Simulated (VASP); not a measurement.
# ZrB (I4/mmm) in VASP: notebook

Runs on ZrB. Level: PBEsol. Tasks: single point.

Program: VASP 6.6.1. These are calculated values, not measurements. Logs are shortened: lines on timing, memory, paths and dates and some standing lists are left out, and cuts for length are marked.

## 1. The cell of the first run

The structure is tetragonal, space group I4/mmm (No. 139). Conventional cell: a = 3.232 Å, b = 3.232 Å, c = 4.961 Å, α = 90.00°, β = 90.00°, γ = 90.00°. Zr (site symmetry 4/mmm) has 6 B at 2.29 to 2.48 Å within 3.0 Å. Within 3.0 Å of B (site symmetry 4/mmm) lie 6 Zr at 2.29 to 2.48 Å.

## 2. Single point, PBEsol (biaxial strain in the a-b plane: -6.0 %, then relaxed in part)

Input file INCAR:

```
SYSTEM = ZrB
PREC     = Accurate       ! precision mode
ENCUT    = 520            ! plane-wave cutoff, eV
EDIFF    = 1E-6           ! SCF threshold, eV
ISMEAR   = 0              ! smearing method
SIGMA    = 0.1            ! smearing width, eV
LREAL    = .FALSE.        ! projectors in reciprocal space
LASPH    = .TRUE.         ! aspherical terms in the spheres
NELM     = 60             ! most SCF steps
ALGO     = Normal         ! electronic algorithm
ISIF     = 2              ! what is computed and relaxed
LWAVE    = .FALSE.        ! write WAVECAR
LCHARG   = .FALSE.        ! write CHGCAR
GGA      = PS             ! functional
NBANDS   = 23             ! bands
```

Input file KPOINTS:

```
Automatic mesh
0
G
  16 16 12
  0 0 0
```

Input file POSCAR:

```
ZrB
1.0
    2.2852363997      2.2852363997      0.0000000000
   -2.2852363997      2.2852363997      0.0000000000
    0.0000000000      0.0000000000      4.9607690291
Zr B
2 2
Direct
    0.0000000000      0.0000000000      0.0000000000
    0.5000000000      0.5000000000      0.5000000000
    0.5000000000      0.5000000000      0.0000000000
    0.0000000000      0.0000000000      0.5000000000
```

Potentials or basis: VASP PAW PBE potentials, release 64 (Zr_sv, B).

Started as:

```console
$ cat potpaw_PBE.64/Zr_sv/POTCAR potpaw_PBE.64/B/POTCAR > POTCAR
$ mpirun -np 1 vasp_std > vasp.out
```

OUTCAR:

```text
SYSTEM = ZrB
   PREC = Accurate
   ENCUT = 520
   EDIFF = 1E-6
   ISMEAR = 0
   LREAL = .FALSE.
   LASPH = .TRUE.
   NELM = 60
   ISIF = 2
   GGA = PS

 ion  position               nearest neighbor table
   1  0.000  0.000  0.000-   3 2.29   3 2.29   3 2.29   3 2.29   4 2.48   4 2.48   2 3.37   2 3.37
                             2 3.37   2 3.37   2 3.37   2 3.37   2 3.37   2 3.37
   2  0.500  0.500  0.500-   4 2.29   4 2.29   4 2.29   4 2.29   3 2.48   3 2.48   1 3.37   1 3.37
                             1 3.37   1 3.37   1 3.37   1 3.37   1 3.37   1 3.37
   3  0.500  0.500  0.000-   1 2.29   1 2.29   1 2.29   1 2.29   2 2.48   2 2.48
   4  0.000  0.000  0.500-   2 2.29   2 2.29   2 2.29   2 2.29   1 2.48   1 2.48

  LATTYP: Found a simple tetragonal cell.
 ALAT       =     3.2318123097
 C/A-ratio  =     1.5349805477

  Lattice vectors:

 A1 = (   2.2852363997,   2.2852363997,   0.0000000000)
 A2 = (  -2.2852363997,   2.2852363997,   0.0000000000)
 A3 = (   0.0000000000,   0.0000000000,   4.9607690291)

Analysis of symmetry for initial positions (statically):
=====================================================================
 Subroutine PRICEL returns following result:

  LATTYP: Found a body centered tetragonal cell.
 ALAT       =     3.2318123097
 C/A-ratio  =     1.5349805477

  Lattice vectors:

 A1 = (   2.2852363997,   0.0000000000,  -2.4803845145)
 A2 = (  -2.2852363997,   0.0000000000,  -2.4803845146)
 A3 = (   0.0000000000,   2.2852363997,   2.4803845146)

   2 primitive cells build up your supercell.

 Routine SETGRP: Setting up the symmetry group for a
 simple tetragonal supercell.

 Subroutine GETGRP returns: Found 16 space group operations
 (whereof 16 operations were pure point group operations)
 out of a pool of 16 trial point group operations.

The static configuration has the point symmetry D_4h.

Analysis of symmetry for dynamics (positions and initial velocities):
=====================================================================
 Subroutine PRICEL returns following result:

  LATTYP: Found a body centered tetragonal cell.
 ALAT       =     3.2318123097
 C/A-ratio  =     1.5349805477

  Lattice vectors:

 A1 = (   2.2852363997,   0.0000000000,  -2.4803845145)
 A2 = (  -2.2852363997,   0.0000000000,  -2.4803845146)
 A3 = (   0.0000000000,   2.2852363997,   2.4803845146)

   2 primitive cells build up your supercell.

 Routine SETGRP: Setting up the symmetry group for a
[... 104 lines left out ...]
   ENCUT  =  520.0 eV  38.22 Ry    6.18 a.u.   6.01  6.01  9.22*2*pi/ulx,y,z
   NELM   =     60;   NELMIN=  2; NELMDL= -5     # of ELM steps
   EDIFF  = 0.1E-05   stopping-criterion for ELM
   LREAL  =      F    real-space projection
   EDIFFG = 0.1E-04   stopping-criterion for IOM
   NSW    =      0    number of steps for IOM
   IBRION =     -1    ionic relax: 0-MD 1-quasi-New 2-CG
   NFREE  =      0    steps in history (QN), initial steepest desc. (CG)
   ISIF   =      2    stress and relaxation
   ISYM   =      2    0-nonsym 1-usesym 2-fastsym
   POTIM  = 0.5000    time-step for ionic-motion
   TEBEG  =    0.0;   TEEND  =   0.0 temperature during run
   PSTRESS=    0.0 pullay stress
   NELECT =      30.0000    total number of electrons
   NUPDOWN=      -1.0000    fix difference up-down
   EMIN   =  10.00;   EMAX   =-10.00  energy-range for DOS
   EFERMI =   0.00;   METHOD = LEGACY
   ISMEAR =     0;   SIGMA  =   0.10  broadening in eV -4-tet -1-fermi 0-gaus
   EFERMI_NEDOS =   21; number of points for ismear=-14 and -15
   IALGO  =     38    algorithm
   IMIX   =      4    mixing-type and parameters
     AMIX     =   0.40;   BMIX     =  1.00
     AMIX_MAG =   1.60;   BMIX_MAG =  1.00
  volume/ion in A,a.u.               =      12.95        87.41
  Fermi-wavevector in a.u.,A,eV,Ry     =   1.364483  2.578499 25.331519  1.861814
  Thomas-Fermi vector in A             =   2.490795
   LORBIT       =      0    0 simple, 1 ext, 2 COOP (PROOUT), +10 PAW based schemes
   GGA     = PS    functional components
   LHFCALC =     F    Hartree Fock is set to
   AEXX    =    0.0000 exact exchange contribution
   IVDW    =     0    specifies the selected vdW correction
   LEPSILON=     F    determine dielectric tensor
   LRPA    =     F    only Hartree local field effects (RPA)
 non-spin polarized calculation
 Gauss-broadening in eV      SIGMA  =   0.10
  energy-cutoff  :      520.00
  volume of cell :       51.81
 maximum number of plane-waves:      1420
   NGX = 13   NGY = 13   NGZ = 19

 number of electron      29.9999999 magnetization

 Free energy of the ion-electron system (eV)
  ---------------------------------------------------
  ext. energy  EPLUGINS =         0.00000000
  ---------------------------------------------------
  free energy    TOTEN  =       -33.16559695 eV

  energy without entropy =      -33.15227678  energy(sigma->0) =      -33.15893687

 E-fermi :   8.6025     XC(G=0): -12.1770

 val. band max:        8.6010709464   @ k =   0.3125   0.2500   0.2500
 cond. band min:       8.6050406615   @ k =   0.4375   0.1875   0.1667
 fundamental gap:      0.0039697150
 Fermi energy:         8.6025353158

 k-point     1 :       0.0000    0.0000    0.0000
  band No.  band energies     occupation
      1     -38.1913      2.00000
      2     -38.0736      2.00000
      3     -16.7340      2.00000
      4     -16.2216      2.00000
      5     -16.2216      2.00000
      6     -15.9905      2.00000
[... 613 lines left out ...]
     22      15.7806      0.00000
     23      15.9308      0.00000

 [... further k-points ...]

------------------------ aborting loop because EDIFF is reached ----------------------------------------

  FORCE on cell =-STRESS in cart. coord.  units (eV):
  Direction    XX          YY          ZZ          XY          YZ          ZX
  --------------------------------------------------------------------------------------
  -------------------------------------------------------------------------------------
  Total       11.4982434     11.4982434      0.0646251      0.0000000     -0.0000000     -0.0000000
  in kB      355.5501052    355.5501052      1.9983451      0.0000000     -0.0000000     -0.0000000
  external PRESSURE =     237.6995185 kB  Pullay stress =       0.0000000 kB

 VOLUME and BASIS-vectors are now :
 -----------------------------------------------------------------------------
  energy-cutoff  :      520.00
  volume of cell :       51.81
      direct lattice vectors                 reciprocal lattice vectors
     2.285236400  2.285236400  0.000000000     0.218795745  0.218795745  0.000000000
    -2.285236400  2.285236400  0.000000000    -0.218795745  0.218795745  0.000000000
     0.000000000  0.000000000  4.960769029     0.000000000  0.000000000  0.201581649

 POSITION                                       TOTAL-FORCE (eV/Angst)
 -----------------------------------------------------------------------------------
      0.00000      0.00000      0.00000        -0.000000      0.000000      0.000000
      0.00000      2.28524      2.48038        -0.000000     -0.000000     -0.000000
      0.00000      2.28524      0.00000         0.000000      0.000000      0.000000
      0.00000      0.00000      2.48038         0.000000     -0.000000      0.000000
 -----------------------------------------------------------------------------------
    total drift:                               -0.000000      0.000000     -0.000000

  FREE ENERGIE OF THE ION-ELECTRON SYSTEM (eV)
  ---------------------------------------------------
  free  energy   TOTEN  =       -33.1655969532 eV

  energy  without entropy=      -33.1522767788  energy(sigma->0) =      -33.15893687
```

stdout:

```text
POSCAR found type information on POSCAR ZrB
 POSCAR found :  2 types and       4 ions
 scaLAPACK will be used
 -----------------------------------------------------------------------------
|                                                                             |
|                                                                             |
|     You enforced a specific xc type in the INCAR file but a different       |
|     I HOPE YOU KNOW WHAT YOU ARE DOING!                                     |
|                                                                             |
 -----------------------------------------------------------------------------

 LDA part: xc-table for (Slater+PW92), standard interpolation
 POSCAR, INCAR and KPOINTS ok, starting setup
 FFT: planning ... GRIDC
 FFT: planning ... GRID_SOFT
 FFT: planning ... GRID
 WAVECAR not read
 entering main loop
```

Run time: 3.5 min. Hardware: 1 thread of Intel Xeon Platinum 8259CL at 2.50GHz (Skylake/Cascade Lake), shared host; peak memory 0.41 GiB.

Results:

| Property | Result |
| --- | --- |
| Free energy | -33.1656 eV |
| Pressure | 23.8 GPa |
| Band gap on the k mesh | zero (bands 15 and 16 overlap by 3.52 eV) |

Stress tensor (GPa, compression positive):
```
35.56  0.00  0.00
 0.00 35.56  0.00
 0.00  0.00  0.20
```

Caveat: the cell differs from its parent crystal (biaxial strain in the a-b plane: -6.0 %, then relaxed in part); the cell stands under pressure; the PAW data sets were made with another functional, which shifts forces and pressure a little.

## 3. Single point, PBEsol (biaxial strain in the a-b plane: -6.0 %)

Input file INCAR:

```
ALGO = Normal
EDIFF = 1E-6
ENCUT = 520
GGA = PS
ISIF = 2
ISMEAR = 0
LASPH = True
LCHARG = False
LREAL = False
LWAVE = False
NBANDS = 23
NELM = 80
PREC = Accurate
SIGMA = 0.1
```

Input file KPOINTS:

```
k-points
0
Gamma
  16 16 12
```

POSCAR: that of step 2 with these lines changed.

```diff
@@ -4,3 +4,3 @@
    -2.2852363997      2.2852363997      0.0000000000
-    0.0000000000      0.0000000000      4.9607690291
+    0.0000000000      0.0000000000      5.0372444895
 Zr B
```

Potentials or basis: VASP PAW PBE potentials, release 64 (Zr_sv, B).

Started as:

```console
$ cat potpaw_PBE.64/Zr_sv/POTCAR potpaw_PBE.64/B/POTCAR > POTCAR
$ mpirun -np 1 vasp_std > vasp.out
```

OUTCAR:

```text
EDIFF = 1E-6
   ENCUT = 520
   GGA = PS
   ISIF = 2
   ISMEAR = 0
   LASPH = True
   LREAL = False
   NELM = 80
   PREC = Accurate

 ion  position               nearest neighbor table
   1  0.000  0.000  0.000-   3 2.29   3 2.29   3 2.29   3 2.29   4 2.52   4 2.52   2 3.40   2 3.40
                             2 3.40   2 3.40   2 3.40   2 3.40   2 3.40   2 3.40
   2  0.500  0.500  0.500-   4 2.29   4 2.29   4 2.29   4 2.29   3 2.52   3 2.52   1 3.40   1 3.40
                             1 3.40   1 3.40   1 3.40   1 3.40   1 3.40   1 3.40
   3  0.500  0.500  0.000-   1 2.29   1 2.29   1 2.29   1 2.29   2 2.52   2 2.52
   4  0.000  0.000  0.500-   2 2.29   2 2.29   2 2.29   2 2.29   1 2.52   1 2.52

  LATTYP: Found a simple tetragonal cell.
 ALAT       =     3.2318123097
 C/A-ratio  =     1.5586438836

  Lattice vectors:

 A1 = (   2.2852363997,   2.2852363997,   0.0000000000)
 A2 = (  -2.2852363997,   2.2852363997,   0.0000000000)
 A3 = (   0.0000000000,   0.0000000000,   5.0372444895)

Analysis of symmetry for initial positions (statically):
=====================================================================
[... 195 lines left out ...]

 val. band max:        8.4464654032   @ k =   0.4375   0.3125   0.3333
 cond. band min:       8.4477390786   @ k =   0.3750   0.1250   0.0000
 fundamental gap:      0.0012736753
 Fermi energy:         8.4477059886

 k-point     1 :       0.0000    0.0000    0.0000
  band No.  band energies     occupation
      1     -38.4100      2.00000
      2     -38.3047      2.00000
      3     -16.9238      2.00000
      4     -16.4240      2.00000
      5     -16.4240      2.00000
      6     -16.2262      2.00000
[... 613 lines left out ...]
     22      15.5770      0.00000
     23      15.6128      0.00000

 [... further k-points ...]

------------------------ aborting loop because EDIFF is reached ----------------------------------------

  FORCE on cell =-STRESS in cart. coord.  units (eV):
  Direction    XX          YY          ZZ          XY          YZ          ZX
  --------------------------------------------------------------------------------------
  -------------------------------------------------------------------------------------
  Total       11.1629319     11.1629319     -1.7902764      0.0000000      0.0000000     -0.0000000
  in kB      339.9410126    339.9410126    -54.5186860      0.0000000      0.0000000     -0.0000000
  external PRESSURE =     208.4544464 kB  Pullay stress =       0.0000000 kB

 VOLUME and BASIS-vectors are now :
 -----------------------------------------------------------------------------
  energy-cutoff  :      520.00
  volume of cell :       52.61
      direct lattice vectors                 reciprocal lattice vectors
     2.285236400  2.285236400  0.000000000     0.218795745  0.218795745  0.000000000
    -2.285236400  2.285236400  0.000000000    -0.218795745  0.218795745  0.000000000
     0.000000000  0.000000000  5.037244489     0.000000000  0.000000000  0.198521236

 POSITION                                       TOTAL-FORCE (eV/Angst)
 -----------------------------------------------------------------------------------
      0.00000      0.00000      0.00000         0.000000      0.000000      0.000000
      0.00000      2.28524      2.51862        -0.000000     -0.000000     -0.000000
      0.00000      2.28524      0.00000         0.000000      0.000000      0.000000
      0.00000      0.00000      2.51862         0.000000      0.000000      0.000000
 -----------------------------------------------------------------------------------
    total drift:                               -0.000000      0.000000     -0.000000

  FREE ENERGIE OF THE ION-ELECTRON SYSTEM (eV)
  ---------------------------------------------------
  free  energy   TOTEN  =       -33.1526617466 eV

  energy  without entropy=      -33.1385342547  energy(sigma->0) =      -33.14559800
```

Run time: 3.3 min. Hardware: 1 thread of Intel Xeon Platinum 8259CL at 2.50GHz (Skylake/Cascade Lake), shared host; peak memory 0.41 GiB.

Results:

* Free energy: -33.1527 eV
* Pressure: 20.8 GPa
* Band gap on the k mesh: zero (bands 15 and 16 overlap by 3.54 eV)

Levels at points of the mesh, in eV from the Fermi level:
```tsv
k point	band 13	band 14	band 15	band 16	band 17	band 18	band 19	band 20
(0.00, 0.00, 0.00)	1.15	2.24	2.24	2.76	2.87	2.87	3.34	3.95
(0.50, 0.00, 0.00)	-1.47	-1.47	-1.03	-1.03	4.32	4.32	5.97	5.97
(0.50, 0.50, 0.00)	-0.02	-0.02	2.01	2.01	2.48	2.48	5.08	5.08
(0.00, 0.00, 0.50)	-0.10	-0.10	2.16	2.16	2.16	2.16	4.55	4.55
(0.50, 0.00, 0.50)	-1.57	-1.57	-1.26	-1.26	5.24	5.24	5.80	5.80
(0.50, 0.50, 0.50)	-0.62	-0.62	-0.61	-0.61	4.19	4.19	4.19	4.19
```

Caveat: the cell differs from its parent crystal (biaxial strain in the a-b plane: -6.0 %); the cell stands under pressure; the PAW data sets were made with another functional, which shifts forces and pressure a little.
